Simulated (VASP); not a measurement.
# Ge (P1) in VASP: single point with PBE

Aim: the single point of Ge with PBE.

Program: VASP 6.6.1. These are calculated values, not measurements. Logs are shortened: lines on timing, memory, paths and dates and some standing lists are left out, and cuts for length are marked.

### Step 1. The cell of the first run

The typed cell holds 12 atoms: a = 4.077 Å, b = 4.079 Å, c = 19.930 Å, α = 89.91°, β = 89.99°, γ = 120.02°.

This isn't the form of Ge at room conditions, which is diamond.

### Step 2. Single point, PBE

Contents of INCAR:

```
SYSTEM = Ge
PREC = Accurate
ENCUT = 520
EDIFF = 1E-6
ISMEAR = 0
SIGMA = 0.2
LREAL = .False.
LASPH = .True.
NELM = 60
ALGO = Normal
ISIF = 2
LWAVE = .False.
LCHARG = .False.
GGA = PE
NBANDS = 96
```

Contents of KPOINTS:

```
Automatic mesh
0
Gamma
  6 6 1
  0 0 0
```

Contents of POSCAR:

```
Ge
1.0
    4.0768134057     -0.0011732047      0.0004766439
   -2.0394033262      3.5322787391      0.0028385897
    0.0020599166      0.0201738814     19.9302494559
Ge
12
Direct
   -0.0017721472     -0.0015518374      0.1871316991
    0.0005072146     -0.0016929796      0.6869236430
    0.0001073279      0.0013978552      0.3131317005
    0.0008984217      0.0011571897      0.8128177555
    0.3330885499      0.6664908979      0.5207555594
    0.6670208879      0.3339997532      0.0205696926
    0.3340954837      0.6674669740      0.9791995349
    0.6664327428      0.3334202820      0.4794842566
    0.3338300707      0.6651433401      0.6455290824
    0.6654148478      0.3321755025      0.1455037817
    0.3337335904      0.6675476619      0.8543066754
    0.6666430098      0.3344453604      0.3546466189
```

Potentials or basis: VASP PAW PBE potentials, release 64 (Ge_d).

Command:

```console
$ cat potpaw_PBE.64/Ge_d/POTCAR > POTCAR
$ mpirun -np 1 vasp_std > vasp.out
```

OUTCAR:

```text
SYSTEM = Ge
   PREC = Accurate
   ENCUT = 520
   EDIFF = 1E-6
   ISMEAR = 0
   LREAL = .False.
   LASPH = .True.
   NELM = 60
   ISIF = 2
   GGA = PE

 ion  position               nearest neighbor table
   1  0.998  0.998  0.187-  10 2.50  10 2.50  10 2.50   3 2.51
   2  0.001  0.998  0.687-   9 2.49   9 2.49   9 2.49   4 2.51
   3  0.000  0.001  0.313-  12 2.50  12 2.50  12 2.50   1 2.51
   4  0.001  0.001  0.813-  11 2.49  11 2.50  11 2.50   2 2.51
   5  0.333  0.666  0.521-   9 2.49   8 2.49   8 2.49   8 2.49
   6  0.667  0.334  0.021-  10 2.49   7 2.49   7 2.49   7 2.50
   7  0.334  0.667  0.979-  11 2.49   6 2.49   6 2.49   6 2.50
   8  0.666  0.333  0.479-  12 2.49   5 2.49   5 2.49   5 2.49
   9  0.334  0.665  0.646-   5 2.49   2 2.49   2 2.49   2 2.49
  10  0.665  0.332  0.146-   6 2.49   1 2.50   1 2.50   1 2.50
  11  0.334  0.668  0.854-   7 2.49   4 2.49   4 2.50   4 2.50
  12  0.667  0.334  0.355-   8 2.49   3 2.50   3 2.50   3 2.50

  LATTYP: Found a triclinic cell.
 ALAT       =     4.0767336334
 B/A-ratio  =     1.0000196159
 C/A-ratio  =     4.8887814522
 COS(alpha) =     0.0002199807
 COS(beta)  =     0.0017416099
 COS(gamma) =     0.4995161294

  Lattice vectors:

 A1 = (  -2.0374100795,  -3.5311055344,  -0.0033152336)
 A2 = (  -4.0768134057,   0.0011732047,  -0.0004766439)
 A3 = (  -0.0020599166,  -0.0201738814, -19.9302494559)

Analysis of symmetry for initial positions (statically):
=====================================================================
 Subroutine PRICEL returns:
 Original cell was already a primitive cell.

 Routine SETGRP: Setting up the symmetry group for a
 triclinic supercell.

 Subroutine GETGRP returns: Found  1 space group operations
 (whereof  1 operations were pure point group operations)
 out of a pool of  2 trial point group operations.

The static configuration has the point symmetry C_1 .

Analysis of symmetry for dynamics (positions and initial velocities):
=====================================================================
 Subroutine PRICEL returns:
 Original cell was already a primitive cell.

 Routine SETGRP: Setting up the symmetry group for a
 triclinic supercell.

 Subroutine GETGRP returns: Found  1 space group operations
 (whereof  1 operations were pure point group operations)
 out of a pool of  2 trial point group operations.

The dynamic configuration has the point symmetry C_1 .

 Subroutine INISYM returns: Found  1 space group operations
 (whereof  1 operations are pure point group operations),
 and found     1 'primitive' translations

----------------------------------------------------------------------------------------

                                     Primitive cell

  volume of cell :     286.9564

  direct lattice vectors                    reciprocal lattice vectors
     4.076813406 -0.001173205  0.000476644     0.245330399  0.141644572 -0.000168733
    -2.039403326  3.532278739  0.002838590     0.000081517  0.283150661 -0.000286620
     0.002059917  0.020173881 19.930249456    -0.000005879 -0.000043716  0.050175031

  length of vectors
     4.076813602  4.078745772 19.930259773     0.283284694  0.283150818  0.050175051

  position of ions in fractional coordinates (direct lattice)
     0.998227853  0.998448163  0.187131699
     0.000507215  0.998307020  0.686923643
     0.000107328  0.001397855  0.313131701
     0.000898422  0.001157190  0.812817755
     0.333088550  0.666490898  0.520755559
     0.667020888  0.333999753  0.020569693
     0.334095484  0.667466974  0.979199535
     0.666432743  0.333420282  0.479484257
     0.333830071  0.665143340  0.645529082
     0.665414848  0.332175503  0.145503782
     0.333733590  0.667547662  0.854306675
     0.666643010  0.334445360  0.354646619

  ion indices of the primitive-cell ions
   primitive index   ion index
                 1           1
                 2           2
                 3           3
                 4           4
                 5           5
                 6           6
                 7           7
                 8           8
                 9           9
                10          10
                11          11
                12          12

----------------------------------------------------------------------------------------

 KPOINTS: Automatic mesh

Automatic generation of k-mesh.
 Grid dimensions read from file:
 generate k-points for:    6    6    1

 Generating k-lattice:

  Cartesian coordinates                     Fractional coordinates (reciprocal lattice)
     0.040888400  0.023607429 -0.000028122     0.166666667 -0.000000000 -0.000000000
     0.000013586  0.047191777 -0.000047770    -0.000000000  0.166666667 -0.000000000
    -0.000005879 -0.000043716  0.050175031     0.000000000 -0.000000000  1.000000000

  Length of vectors
     0.047214116  0.047191803  0.050175051

  Shift w.r.t. Gamma in fractional coordinates (k-lattice)
     0.000000000  0.000000000  0.000000000

 Subroutine IBZKPT returns following result:
 ===========================================

 Found     20 irreducible k-points:

 Following reciprocal coordinates:
            Coordinates               Weight
  0.000000  0.000000  0.000000      1.000000
  0.166667 -0.000000  0.000000      2.000000
  0.333333  0.000000  0.000000      2.000000
  0.500000 -0.000000  0.000000      1.000000
 -0.000000  0.166667  0.000000      2.000000
  0.166667  0.166667  0.000000      2.000000
[... 12 lines left out ...]
  0.333333  0.500000  0.000000      2.000000
  0.500000  0.500000  0.000000      1.000000
   k-points           NKPTS =     20   k-points in BZ     NKDIM =     20   number of bands    NBANDS=     96
   number of dos      NEDOS =    301   number of ions     NIONS =     12
   total plane-waves  NPLWV = 135000
   dimension x,y,z NGX =    30 NGY =   30 NGZ =  150
   dimension x,y,z NGXF=    60 NGYF=   60 NGZF=  300
   ions per type =              12
   NGX,Y,Z   is equivalent  to a cutoff of  12.23, 12.23, 12.51 a.u.
   NGXF,Y,Z  is equivalent  to a cutoff of  24.47, 24.46, 25.02 a.u.
 SYSTEM =  Ge
   PREC   = accura    normal or accurate (medium, high low for compatibility)
   ISTART =      0    job   : 0-new  1-cont  2-samecut
   ICHARG =      2    charge: 1-file 2-atom 10-const
   ISPIN  =      1    spin polarized calculation?
   LNONCOLLINEAR =      F non collinear calculations
   LSORBIT =      F    spin-orbit coupling
   LASPH  =      T    aspherical Exc in radial PAW
   ENCUT  =  520.0 eV  38.22 Ry    6.18 a.u.   7.58  7.58 37.06*2*pi/ulx,y,z
   NELM   =     60;   NELMIN=  2; NELMDL= -5     # of ELM steps
   EDIFF  = 0.1E-05   stopping-criterion for ELM
   LREAL  =      F    real-space projection
   EDIFFG = 0.1E-04   stopping-criterion for IOM
   NSW    =      0    number of steps for IOM
   IBRION =     -1    ionic relax: 0-MD 1-quasi-New 2-CG
   NFREE  =      0    steps in history (QN), initial steepest desc. (CG)
   ISIF   =      2    stress and relaxation
   ISYM   =      2    0-nonsym 1-usesym 2-fastsym
   POTIM  = 0.5000    time-step for ionic-motion
   TEBEG  =    0.0;   TEEND  =   0.0 temperature during run
   PSTRESS=    0.0 pullay stress
   NELECT =     168.0000    total number of electrons
   NUPDOWN=      -1.0000    fix difference up-down
   EMIN   =  10.00;   EMAX   =-10.00  energy-range for DOS
   EFERMI =   0.00;   METHOD = LEGACY
   ISMEAR =     0;   SIGMA  =   0.20  broadening in eV -4-tet -1-fermi 0-gaus
   EFERMI_NEDOS =   21; number of points for ismear=-14 and -15
   IALGO  =     38    algorithm
   IMIX   =      4    mixing-type and parameters
     AMIX     =   0.40;   BMIX     =  1.00
     AMIX_MAG =   1.60;   BMIX_MAG =  1.00
  volume/ion in A,a.u.               =      23.91       161.37
  Fermi-wavevector in a.u.,A,eV,Ry     =   1.369533  2.588043 25.519379  1.875621
  Thomas-Fermi vector in A             =   2.495400
   LORBIT       =      0    0 simple, 1 ext, 2 COOP (PROOUT), +10 PAW based schemes
   GGA     = PE    functional components
   LHFCALC =     F    Hartree Fock is set to
   AEXX    =    0.0000 exact exchange contribution
   IVDW    =     0    specifies the selected vdW correction
   LEPSILON=     F    determine dielectric tensor
   LRPA    =     F    only Hartree local field effects (RPA)
 non-spin polarized calculation
 Gauss-broadening in eV      SIGMA  =   0.20
  energy-cutoff  :      520.00
  volume of cell :      286.96
 maximum number of plane-waves:      7759
   NGX = 15   NGY = 15   NGZ = 75

 number of electron     167.9999854 magnetization

 Free energy of the ion-electron system (eV)
  ---------------------------------------------------
  ext. energy  EPLUGINS =         0.00000000
  ---------------------------------------------------
  free energy    TOTEN  =       -54.01243613 eV

  energy without entropy =      -53.99734798  energy(sigma->0) =      -54.00489205

 E-fermi :   4.4496     XC(G=0):  -9.6632

 val. band max:        4.3756169026   @ k =   0.0000   0.0000   0.0000
 cond. band min:       4.4583310738   @ k =   0.0000   0.0000   0.0000
 fundamental gap:      0.0827141712
 Fermi energy:         4.4496034934

 k-point     1 :       0.0000    0.0000    0.0000
  band No.  band energies     occupation
      1     -20.2932      2.00000
      2     -20.2930      2.00000
      3     -20.2910      2.00000
      4     -20.2907      2.00000
      5     -20.2844      2.00000
      6     -20.2843      2.00000
[... 88 lines left out ...]
     95       7.4191      0.00000
     96       7.6579      0.00000

 k-point     2 :       0.1667   -0.0000    0.0000
  band No.  band energies     occupation
      1     -20.3065      2.00000
      2     -20.3021      2.00000
      3     -20.2982      2.00000
      4     -20.2959      2.00000
      5     -20.2942      2.00000
      6     -20.2883      2.00000
[... 1771 lines left out ...]
     95       8.1758      0.00000
     96       8.4329      0.00000

 k-point    20 :       0.5000    0.5000    0.0000
  band No.  band energies     occupation
      1     -20.3114      2.00000
      2     -20.3095      2.00000
      3     -20.3056      2.00000
      4     -20.3040      2.00000
      5     -20.3021      2.00000
      6     -20.3012      2.00000
[... 88 lines left out ...]
     95       8.2026      0.00000
     96       8.4800      0.00000

------------------------ aborting loop because EDIFF is reached ----------------------------------------

  FORCE on cell =-STRESS in cart. coord.  units (eV):
  Direction    XX          YY          ZZ          XY          YZ          ZX
  --------------------------------------------------------------------------------------
  -------------------------------------------------------------------------------------
  Total        0.0110792     -0.0483616     -0.1761176      0.0265627     -0.1212792     -0.0041185
  in kB        0.0618588     -0.2700197     -0.9833255      0.1483086     -0.6771440     -0.0229948
  external PRESSURE =      -0.3971621 kB  Pullay stress =       0.0000000 kB

 VOLUME and BASIS-vectors are now :
 -----------------------------------------------------------------------------
  energy-cutoff  :      520.00
  volume of cell :      286.96
      direct lattice vectors                 reciprocal lattice vectors
     4.076813406 -0.001173205  0.000476644     0.245330399  0.141644572 -0.000168733
    -2.039403326  3.532278739  0.002838590     0.000081517  0.283150661 -0.000286620
     0.002059917  0.020173881 19.930249456    -0.000005879 -0.000043716  0.050175031

 POSITION                                       TOTAL-FORCE (eV/Angst)
 -----------------------------------------------------------------------------------
      2.03374      3.52940      3.73289         0.007376      0.006933     -0.005849
     -2.03247      3.54016     13.69339        -0.001926      0.003809      0.004961
     -0.00177      0.01125      6.24080        -0.003544     -0.007214     -0.006926
      0.00298      0.02048     16.19966        -0.006216     -0.003707      0.006002
     -0.00023      2.36435     10.38084         0.001884     -0.000700     -0.004833
      2.03820      1.17941      0.41123         0.005809     -0.009041      0.006268
      0.00283      2.37704     19.51774        -0.007377      0.006181      0.000433
      2.03793      1.18662      9.55750        -0.000334      0.000050     -0.004632
      0.00580      2.36210     12.86760        -0.002367      0.002459      0.004349
      2.03563      1.17549      2.90119        -0.005456     -0.000221      0.007374
      0.00093      2.37481     17.02860         0.008052     -0.000260      0.001966
      2.03644      1.18773      7.06946         0.004099      0.001709     -0.009114
 -----------------------------------------------------------------------------------
    total drift:                                0.000005      0.000186     -0.000021

  FREE ENERGIE OF THE ION-ELECTRON SYSTEM (eV)
  ---------------------------------------------------
  free  energy   TOTEN  =       -54.0124361310 eV

  energy  without entropy=      -53.9973479776  energy(sigma->0) =      -54.00489205
```

Wall time 9 min (1 thread of Intel Xeon Platinum 8559C (Emerald Rapids), shared host); peak memory 0.58 GiB.

Results:

| Quantity | Value |
| --- | --- |
| Free energy | -54.0124 eV |
| Pressure | 0.0 GPa |
| Largest force | 0.012 eV/Å |
| Band gap on the k mesh | 0.05 eV |

Forces in eV/Å, atoms in the order of the input:
```
Ge   0.007  0.007 -0.006
Ge  -0.002  0.004  0.005
Ge  -0.004 -0.007 -0.007
Ge  -0.006 -0.004  0.006
Ge   0.002 -0.001 -0.005
Ge   0.006 -0.009  0.006
Ge  -0.007  0.006  0.000
Ge   0.000  0.000 -0.005
Ge  -0.002  0.002  0.004
Ge  -0.005  0.000  0.007
Ge   0.008  0.000  0.002
Ge   0.004  0.002 -0.009
```

Stress tensor (GPa, compression positive):
```
 0.01  0.01  0.00
 0.01 -0.03 -0.07
 0.00 -0.07 -0.10
```

Caveat: the smearing spreads over this small gap; semilocal functionals underestimate gaps, and a narrow one can read as zero.

The gap in the log of VASP goes by the Fermi energy; the results here count the filled bands.